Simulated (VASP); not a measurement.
Here is a VASP 6.6.1 calculation.

Contents of INCAR:

```
SYSTEM = SnO2
PREC = Accurate
ENCUT = 520
EDIFF = 1E-7
ISMEAR = -1
SIGMA = 0.1034
LREAL = Auto
LASPH = .TRUE.
NELM = 80
ALGO = Normal
ISIF = 2
LWAVE = .FALSE.
LCHARG = .FALSE.
GGA = PE
ISYM = 0
NBANDS = 122
```

The input KPOINTS:

```
regular mesh
0
G
  1 1 1
  0 0 0
```

Contents of POSCAR:

```
SnO2
1.0
    6.7155290000      0.0495070000     -0.2513230000
    0.0495070000      6.9412360000     -0.0896220000
   -0.2513230000     -0.0896220000      7.0388050000
Sn O
8 16
Direct
    0.4490293782      0.5818163351      0.5614758406
    0.1987094068      0.2705793124      0.8382692948
    0.7123486552      0.1118508332      0.7201945354
    0.4245161953      0.7072156341      0.0234556524
    1.0362620357      0.9311064263      0.4230732495
    0.4559784637      0.1440895089      0.2461495190
    0.0551936873      0.4101292414      0.2867189879
    0.8967273888      0.6853448234      0.8875437225
    0.3935168961      1.0614511466      0.5555416326
    0.1848140669      0.4367465978      0.5521947446
    0.4687851611      0.7359557463      0.2974232585
    0.3735059087      1.0230711581     -0.0017907431
    0.8422706507      0.8081094077      0.6075450830
    0.2956187162      0.8717721514      0.6121202031
    1.0197159981      0.7052409450      0.2106839425
    0.7415592106      0.2118508570      0.4059178203
    0.5944216022      0.6511539764      0.8309394197
    0.9846630645      0.1657632319      0.6581244270
    0.4964498522      0.3140725649      0.6986514156
    0.1465373514      0.1298497918      0.2470339219
    0.7657509635      0.9540158118     -0.0134796127
    0.1967448124      0.7019996835      0.8473334767
    0.9585740494      0.3826093435      0.9581004049
    0.3449197081      0.3898763619      0.1330117477
```

Potentials or basis: VASP PAW PBE potentials, release 64 (Sn_d, O).

Launch:

```bash
$ cat potpaw_PBE.64/Sn_d/POTCAR potpaw_PBE.64/O/POTCAR > POTCAR
$ mpirun -np 1 vasp_gam > vasp.out
```

(1) What does it give for the band gap on the k mesh?

(2) Estimate the pressure.

Answers

(1) 1.77 eV.

(2) 2.7 GPa.

Caveat: the k points lie up to 0.94 Å⁻¹ apart; spin-orbit coupling is left out, which moves the levels of the heavy elements.
